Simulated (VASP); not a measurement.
BaHfO3: single point with PBE

Crystal: BaHfO3.

```
Ba Hf O
1.0
     4.17705    0.00000    0.00000
     0.00000    4.17705    0.00000
     0.00000    0.00000    4.17705
Ba Hf O
1 1 3
Direct
  0.50000 0.50000 0.99800
  0.00000 0.00000 0.49799
  0.00000 0.50000 0.49801
  0.50000 0.00000 0.49801
  0.00000 0.00000 0.99800
```

```
Program             : VASP 6.6.1
Task                : single point
Functional          : PBE
Potentials or basis : VASP PAW PBE potentials, release 64 (Ba_sv, Hf_pv, O)
Cutoff              : 520 eV
k mesh              : 6 × 6 × 6
Occupations         : fermi-dirac, width 0.02 eV
Spin                : no spin polarisation
```

```json
{"Pressure": "2.9 GPa", "Band gap on the k mesh": "3.58 eV, indirect (least direct gap 3.80 eV)"}
```

Levels at points of the mesh, in eV from the valence-band top:
| k point | band 15 | band 16 | band 17 | band 18 | band 19 | band 20 | band 21 | band 22 | band 23 | band 24 |
| --- | --- | --- | --- | --- | --- | --- | --- | --- | --- | --- |
| (0.00, 0.00, 0.00) | -0.97 | -0.97 | -0.22 | -0.22 | -0.22 | 3.58 | 3.58 | 3.58 | 4.69 | 4.69 |
| (0.50, 0.00, 0.00) | -1.72 | -1.72 | -1.68 | -0.53 | -0.53 | 4.14 | 6.34 | 6.34 | 6.49 | 6.76 |
| (0.00, 0.00, 0.50) | -1.72 | -1.72 | -1.68 | -0.53 | -0.53 | 4.14 | 6.34 | 6.34 | 6.49 | 6.76 |
| (0.50, 0.50, 0.00) | -2.41 | -1.02 | -0.93 | -0.93 | -0.08 | 6.24 | 6.24 | 6.58 | 6.91 | 8.07 |
| (0.00, 0.50, 0.50) | -2.41 | -1.02 | -0.93 | -0.93 | -0.08 | 6.24 | 6.24 | 6.58 | 6.91 | 8.07 |
| (0.50, 0.50, 0.50) | -2.52 | -2.52 | 0.00 | 0.00 | 0.00 | 6.02 | 6.02 | 6.02 | 7.81 | 7.81 |

It took 33 s on 1 thread of AMD EPYC 9R45 96-Core Processor (Zen 5) (shared host), peak memory 0.2 GiB.

Caveat: spin-orbit coupling is left out, which moves the levels of the heavy elements. A k mesh can miss the band edges.
